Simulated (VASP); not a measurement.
# MoSe (F-43m) in VASP: relaxation of cell and atoms with PBE

Aim: the relaxation of cell and atoms of MoSe with PBE.

Everything below comes from runs of VASP 6.6.1. Logs are shortened: lines on timing, memory, paths and dates and some standing lists are left out, and cuts for length are marked.

### 1 The cell of the first run

The structure is cubic, space group F-43m (No. 216). The conventional cell has a = 5.680 Å, b = 5.680 Å, c = 5.680 Å, α = 90.00°, β = 90.00°, γ = 90.00°. Within 3.2 Å of Mo (site symmetry -43m) lie 4 Se at 2.46 Å. Within 3.2 Å of Se (site symmetry -43m) lie 4 Mo at 2.46 Å.

### 2 Relaxation of cell and atoms, PBE, collinear spin

INCAR reads:

```
PREC = Accurate ; ENCUT = 600
EDIFF = 1E-6 ; ISMEAR = 0
SIGMA = 0.1 ; LREAL = F
LASPH = T ; NELM = 150
ALGO = Normal ; ISIF = 3
LWAVE = F ; LCHARG = F
ISPIN = 2 ; MAGMOM = 0.92 0
LORBIT = 11 ; LMAXMIX = 4
GGA = PE ; IBRION = 2
NSW = 100 ; EDIFFG = -0.01
```

KPOINTS reads:

```
Automatic mesh
0
Gamma
  12 12 12
```

POSCAR reads:

```
MoSe
1.0
    0.0000000000      2.8400732110      2.8400732110
    2.8400732110      0.0000000000      2.8400732110
    2.8400732110      2.8400732110      0.0000000000
Mo Se
1 1
Direct
    0.0000000000      0.0000000000      0.0000000000
    0.2500000000      0.2500000000      0.2500000000
```

Potentials or basis: VASP PAW PBE potentials, release 64 (Mo_sv, Se).

Started as:

```console
$ cat potpaw_PBE.64/Mo_sv/POTCAR potpaw_PBE.64/Se/POTCAR > POTCAR
$ mpirun -np 1 vasp_std > vasp.out
```

OUTCAR:

```text
PREC = Accurate
   ENCUT = 600
   EDIFF = 1E-6
   ISMEAR = 0
   LREAL = F
   LASPH = T
   NELM = 150
   ISIF = 3
   ISPIN = 2
   LORBIT = 11
   GGA = PE
   IBRION = 2
   NSW = 100
   EDIFFG = -0.01

 ion  position               nearest neighbor table
   1  0.000  0.000  0.000-   2 2.46   2 2.46   2 2.46   2 2.46
   2  0.250  0.250  0.250-   1 2.46   1 2.46   1 2.46   1 2.46

  LATTYP: Found a face centered cubic cell.
 ALAT       =     5.6801464220

  Lattice vectors:

 A1 = (   0.0000000000,   2.8400732110,   2.8400732110)
 A2 = (   2.8400732110,   0.0000000000,   2.8400732110)
 A3 = (   2.8400732110,   2.8400732110,   0.0000000000)

Analysis of symmetry for initial positions (statically):
=====================================================================
 Subroutine PRICEL returns:
 Original cell was already a primitive cell.

 Routine SETGRP: Setting up the symmetry group for a
 face centered cubic supercell.

 Subroutine GETGRP returns: Found 24 space group operations
 (whereof 24 operations were pure point group operations)
 out of a pool of 48 trial point group operations.

The static configuration has the point symmetry T_d .

Analysis of symmetry for dynamics (positions and initial velocities):
=====================================================================
 Subroutine PRICEL returns:
 Original cell was already a primitive cell.

 Routine SETGRP: Setting up the symmetry group for a
 face centered cubic supercell.

 Subroutine GETGRP returns: Found 24 space group operations
 (whereof 24 operations were pure point group operations)
 out of a pool of 48 trial point group operations.

The dynamic configuration has the point symmetry T_d .

Analysis of structural, dynamic, and magnetic symmetry:
=====================================================================
 Subroutine PRICEL returns:
 Original cell was already a primitive cell.

 Routine SETGRP: Setting up the symmetry group for a
 face centered cubic supercell.

 Subroutine GETGRP returns: Found 24 space group operations
 (whereof 24 operations were pure point group operations)
 out of a pool of 48 trial point group operations.

The overall configuration has the point symmetry T_d .

 Subroutine INISYM returns: Found 24 space group operations
 (whereof 24 operations are pure point group operations),
 and found     1 'primitive' translations

----------------------------------------------------------------------------------------

                                     Primitive cell

  volume of cell :      45.8162

  direct lattice vectors                    reciprocal lattice vectors
     0.000000000  2.840073211  2.840073211    -0.176051800  0.176051800  0.176051800
     2.840073211  0.000000000  2.840073211     0.176051800 -0.176051800  0.176051800
     2.840073211  2.840073211  0.000000000     0.176051800  0.176051800 -0.176051800

  length of vectors
     4.016470053  4.016470053  4.016470053     0.304930662  0.304930662  0.304930662

  position of ions in fractional coordinates (direct lattice)
     0.000000000  0.000000000  0.000000000
     0.250000000  0.250000000  0.250000000

  ion indices of the primitive-cell ions
   primitive index   ion index
                 1           1
                 2           2

----------------------------------------------------------------------------------------

 KPOINTS: Automatic mesh

Automatic generation of k-mesh.
 Grid dimensions read from file:
 generate k-points for:   12   12   12

 Generating k-lattice:

  Cartesian coordinates                     Fractional coordinates (reciprocal lattice)
    -0.014670983  0.014670983  0.014670983     0.083333333  0.000000000  0.000000000
     0.014670983 -0.014670983  0.014670983     0.000000000  0.083333333  0.000000000
     0.014670983  0.014670983 -0.014670983     0.000000000  0.000000000  0.083333333

  Length of vectors
     0.025410888  0.025410888  0.025410888

  Shift w.r.t. Gamma in fractional coordinates (k-lattice)
     0.000000000  0.000000000  0.000000000

 Subroutine IBZKPT returns following result:
 ===========================================

 Found     72 irreducible k-points:

 Following reciprocal coordinates:
            Coordinates               Weight
  0.000000  0.000000  0.000000      1.000000
  0.083333  0.000000  0.000000      8.000000
  0.166667  0.000000  0.000000      8.000000
  0.250000  0.000000  0.000000      8.000000
  0.333333  0.000000  0.000000      8.000000
  0.416667  0.000000  0.000000      8.000000
[... 16 lines left out ...]
  0.500000  0.166667  0.000000     24.000000
 -0.416667  0.166667  0.000000     24.000000
 [... further k-points ...]
   k-points           NKPTS =     72   k-points in BZ     NKDIM =     72   number of bands    NBANDS=     14
   number of dos      NEDOS =    301   number of ions     NIONS =      2
   total plane-waves  NPLWV =  32768
   dimension x,y,z NGX =    32 NGY =   32 NGZ =   32
   dimension x,y,z NGXF=    64 NGYF=   64 NGZF=   64
   ions per type =               1   1
   NGX,Y,Z   is equivalent  to a cutoff of  13.25, 13.25, 13.25 a.u.
   NGXF,Y,Z  is equivalent  to a cutoff of  26.49, 26.49, 26.49 a.u.
 SYSTEM =  unknown system
   PREC   = accura    normal or accurate (medium, high low for compatibility)
   ISTART =      0    job   : 0-new  1-cont  2-samecut
   ICHARG =      2    charge: 1-file 2-atom 10-const
   ISPIN  =      2    spin polarized calculation?
   LNONCOLLINEAR =      F non collinear calculations
   LSORBIT =      F    spin-orbit coupling
   LASPH  =      T    aspherical Exc in radial PAW
   ENCUT  =  600.0 eV  44.10 Ry    6.64 a.u.   8.02  8.02  8.02*2*pi/ulx,y,z
   NELM   =    150;   NELMIN=  2; NELMDL= -5     # of ELM steps
   EDIFF  = 0.1E-05   stopping-criterion for ELM
   LREAL  =      F    real-space projection
   EDIFFG = -.1E-01   stopping-criterion for IOM
   NSW    =    100    number of steps for IOM
   IBRION =      2    ionic relax: 0-MD 1-quasi-New 2-CG
   NFREE  =      1    steps in history (QN), initial steepest desc. (CG)
   ISIF   =      3    stress and relaxation
   ISYM   =      2    0-nonsym 1-usesym 2-fastsym
   POTIM  = 0.5000    time-step for ionic-motion
   TEBEG  =    0.0;   TEEND  =   0.0 temperature during run
   PSTRESS=    0.0 pullay stress
   NELECT =      20.0000    total number of electrons
   NUPDOWN=      -1.0000    fix difference up-down
   EMIN   =  10.00;   EMAX   =-10.00  energy-range for DOS
   EFERMI =   0.00;   METHOD = LEGACY
   ISMEAR =     0;   SIGMA  =   0.10  broadening in eV -4-tet -1-fermi 0-gaus
   EFERMI_NEDOS =   21; number of points for ismear=-14 and -15
   IALGO  =     38    algorithm
   IMIX   =      4    mixing-type and parameters
     AMIX     =   0.40;   BMIX     =  1.00
     AMIX_MAG =   1.60;   BMIX_MAG =  1.00
  volume/ion in A,a.u.               =      22.91       154.59
  Fermi-wavevector in a.u.,A,eV,Ry     =   1.241877  2.346807 20.983705  1.542259
  Thomas-Fermi vector in A             =   2.376256
   LORBIT       =     11    0 simple, 1 ext, 2 COOP (PROOUT), +10 PAW based schemes
   GGA     = PE    functional components
   LHFCALC =     F    Hartree Fock is set to
   AEXX    =    0.0000 exact exchange contribution
   IVDW    =     0    specifies the selected vdW correction
   LEPSILON=     F    determine dielectric tensor
   LRPA    =     F    only Hartree local field effects (RPA)
 conjugate gradient relaxation of ions
 spin polarized calculation
 Gauss-broadening in eV      SIGMA  =   0.10
  energy-cutoff  :      600.00
  volume of cell :       45.82
 maximum number of plane-waves:      1550
   NGX = 17   NGY = 17   NGZ = 17

 number of electron      20.0000001 magnetization       1.1605393

 Free energy of the ion-electron system (eV)
  ---------------------------------------------------
  ext. energy  EPLUGINS =         0.00000000
  ---------------------------------------------------
  free energy    TOTEN  =       -13.49942636 eV

  energy without entropy =      -13.48723634  energy(sigma->0) =      -13.49333135

 E-fermi :   6.2356     XC(G=0): -10.2355

 val. band max:        6.2219015927   @ k =   0.5000   0.3333   0.1667
 cond. band min:       6.2365401720   @ k =   0.1667   0.0833   0.0000
 fundamental gap:      0.0146385792
 Fermi energy:         6.2356457820

 spin component 1

 k-point     1 :       0.0000    0.0000    0.0000
  band No.  band energies     occupation
      1     -54.9585      1.00000
      2     -29.1322      1.00000
      3     -29.1322      1.00000
      4     -29.1322      1.00000
      5      -8.4999      1.00000
      6       1.2531      1.00000
      7       1.2531      1.00000
      8       1.2532      1.00000
      9       5.1712      1.00000
     10       5.1713      1.00000
     11       7.3435      0.00000
     12      10.2284      0.00000
     13      10.2284      0.00000
     14      10.2284      0.00000
[... 379 lines left out ...]
      3     -29.1489      1.00000
      4     -29.1420      1.00000
      5      -7.8047      1.00000
      6       0.7943      1.00000
      7       1.4173      1.00000
      8       1.7541      1.00000
      9       5.2082      1.00000
     10       5.3554      1.00000
     11       5.9430      0.99998
     12       7.7650      0.00000
     13       8.2512      0.00000
     14      10.8621      0.00000

 [... further k-points ...]

 spin component 2

 k-point     1 :       0.0000    0.0000    0.0000
  band No.  band energies     occupation
      1     -54.3189      1.00000
      2     -28.4253      1.00000
      3     -28.4253      1.00000
      4     -28.4253      1.00000
      5      -8.4640      1.00000
      6       1.4686      1.00000
      7       1.4686      1.00000
      8       1.4686      1.00000
      9       6.1652      0.84049
     10       6.1652      0.84048
     11       7.5479      0.00000
     12      10.5162      0.00000
     13      10.5162      0.00000
     14      10.5162      0.00000
[... 379 lines left out ...]
      3     -28.4427      1.00000
      4     -28.4355      1.00000
      5      -7.7863      1.00000
      6       0.9466      1.00000
      7       1.6466      1.00000
      8       1.9850      1.00000
      9       5.7660      1.00000
     10       6.2159      0.61023
     11       6.6652      0.00000
     12       8.2585      0.00000
     13       8.7331      0.00000
     14      11.1215      0.00000

 [... further k-points ...]
[... 5 lines left out ...]
  --------------------------------------------------------------------------------------
  -------------------------------------------------------------------------------------
  Total        0.0199166      0.0199166      0.0199166     -0.0000000     -0.0000000      0.0000000
  in kB        0.6964765      0.6964765      0.6964765     -0.0000000     -0.0000000      0.0000000
  external PRESSURE =       0.6964765 kB  Pullay stress =       0.0000000 kB

 VOLUME and BASIS-vectors are now :
 -----------------------------------------------------------------------------
  energy-cutoff  :      600.00
  volume of cell :       45.82
      direct lattice vectors                 reciprocal lattice vectors
     0.000000000  2.840073211  2.840073211    -0.176051800  0.176051800  0.176051800
     2.840073211  0.000000000  2.840073211     0.176051800 -0.176051800  0.176051800
     2.840073211  2.840073211  0.000000000     0.176051800  0.176051800 -0.176051800

 POSITION                                       TOTAL-FORCE (eV/Angst)
 -----------------------------------------------------------------------------------
      0.00000      0.00000      0.00000         0.000000      0.000000      0.000000
      1.42004      1.42004      1.42004        -0.000000     -0.000000     -0.000000
 -----------------------------------------------------------------------------------
    total drift:                                0.000000      0.000000      0.000000

  FREE ENERGIE OF THE ION-ELECTRON SYSTEM (eV)
  ---------------------------------------------------
  free  energy   TOTEN  =       -13.4994263588 eV

  energy  without entropy=      -13.4872363391  energy(sigma->0) =      -13.49333135

 reached required accuracy - stopping structural energy minimisation

 total charge

# of ion       s       p       d       tot
------------------------------------------
    1        2.258   6.100   4.073  12.431
    2        1.428   2.412   0.130   3.970
--------------------------------------------------
tot          3.686   8.512   4.203  16.401

 magnetization (x)

# of ion       s       p       d       tot
------------------------------------------
    1        0.027   0.011   0.990   1.028
    2       -0.004  -0.031   0.018  -0.017
--------------------------------------------------
tot          0.023  -0.020   1.009   1.011
```

Run time: 100 s. Hardware: 1 thread of Oxide Virtual Turin-like, shared host; peak memory 0.23 GiB.

Results:

```
Free energy                                           : -13.4994 eV
Pressure after relaxing                               : 0.1 GPa
Net moment                                            : 1.16 μB per cell
Site moments                                          : Mo +1.03; Se -0.02 μB
Valence electrons inside the program's atomic spheres : Mo 12.43; Se 3.97
```

Final structure:
```
Mo Se
1.0
     0.00000    2.84007    2.84007
     2.84007    0.00000    2.84007
     2.84007    2.84007    0.00000
Mo Se
1 1
Direct
  0.00000 0.00000 0.00000
  0.25000 0.25000 0.25000
```

Levels at points of the mesh, in eV from the Fermi level:
Spin up:
| k point | band 9 | band 10 | band 11 | band 12 | band 13 | band 14 |
| --- | --- | --- | --- | --- | --- | --- |
| (0.00, 0.00, 0.00) | -1.06 | -1.06 | 1.11 | 3.99 | 3.99 | 3.99 |
| (0.50, 0.00, 0.00) | -0.71 | -0.71 | -0.33 | 2.02 | 2.02 | 3.65 |
| (0.50, 0.50, 0.00) | -1.64 | -0.36 | -0.35 | 0.44 | 0.44 | 5.65 |
Spin down:
```
           k point  band 5  band 6  band 7  band 8  band 9  band 10  band 11  band 12  band 13  band 14
(0.00, 0.00, 0.00)  -14.70   -4.77   -4.77   -4.77   -0.07    -0.07     1.31     4.28     4.28     4.28
(0.50, 0.00, 0.00)  -14.08   -5.48   -4.38   -4.38    0.14     0.22     0.22     2.37     2.37     3.91
(0.50, 0.50, 0.00)  -13.88   -5.87   -3.76   -3.76   -1.29     0.45     0.75     0.90     0.90     5.98
```

Caveat: the relaxation stopped at its first step, so nothing moved.
